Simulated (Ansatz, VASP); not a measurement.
Two plane-wave programs on CdTe

INCAR

```
SYSTEM = CdTe
PREC     = Accurate       ! precision mode
ENCUT    = 520            ! plane-wave cutoff, eV
EDIFF    = 1E-6           ! SCF threshold, eV
ISMEAR   = -1             ! smearing method
SIGMA    = 0.05           ! smearing width, eV
LREAL    = .False.        ! projectors in reciprocal space
LASPH    = .True.         ! aspherical terms in the spheres
NELM     = 150            ! most SCF steps
ALGO     = Normal         ! electronic algorithm
ISIF     = 2              ! what is computed and relaxed
LWAVE    = .False.        ! write WAVECAR
LCHARG   = .False.        ! write CHGCAR
MAGMOM   = 0 0 0 0 0 0    ! initial moments
LORBIT   = 11             ! projections on sites
LSORBIT  = .True.         ! spin-orbit coupling
GGA_COMPAT= .False.      
LORBMOM  = .True.       
GGA      = PS             ! functional
NBANDS   = 30             ! bands
```

Contents of KPOINTS:

```
regular mesh
0
Gamma
  7 7 7
  0 0 0
```

Contents of POSCAR:

```
CdTe
1.0
    0.0000000000      3.2678590959      3.2678590959
    3.2678590959      0.0000000000      3.2678590959
    3.2678590959      3.2678590959      0.0000000000
Te Cd
1 1
Direct
    0.7500000000      0.7500000000      0.7500000000
    0.0000000000      0.0000000000      0.0000000000
```

The input input.yaml:

```yaml
crystal:
  lattice:
    - [0.0, 3.2678590959, 3.2678590959]
    - [3.2678590959, 0.0, 3.2678590959]
    - [3.2678590959, 3.2678590959, 0.0]
  atoms:
    - { symbol: Te, position: [0.75, 0.75, 0.75] }
    - { symbol: Cd, position: [0.0, 0.0, 0.0] }
hamiltonian:
  xc: pbesol
  pseudopotentials: { kind: paw_fr }
magnetization:
  noncollinear: true
  spin_orbit: true
kpoints:
  mp_grid: { grid: [7, 7, 7] }
scf:
  occupations: { method: fermi_dirac, width: 0.05 }
output:
  forces: true
  stress: true
  eigenvalues: true
```

Alike in both runs: task single point; functional PBEsol; k mesh 7 × 7 × 7; occupations fermi-dirac, width 0.05 eV; non-collinear spin, spin-orbit coupling.

```csv
,VASP,Ansatz
version,VASP 6.6.1,Ansatz 0.2.0
potentials or method,"VASP PAW PBE potentials, release 64 (Te, Cd)",Ansatz PAW
plane-wave cutoff (eV),520,420
valence electrons in the cell,18,36
```

|  | VASP | Ansatz | Ansatz less VASP |
| --- | --- | --- | --- |
| pressure (GPa) | -0.6 | -0.8 | -0.17 |

VASP's potentials were made for PBE, not for PBEsol. The functional is the same, so the differences come from potentials, cutoffs and numerics. VASP's potentials hold 18 valence electrons a cell and Ansatz's 36, so a difference there can come from the potentials and not from the codes.

Noted on Ansatz's run: odd divisions of the mesh miss points on the zone boundary, where band edges often lie, so the gap on the mesh can be too wide.
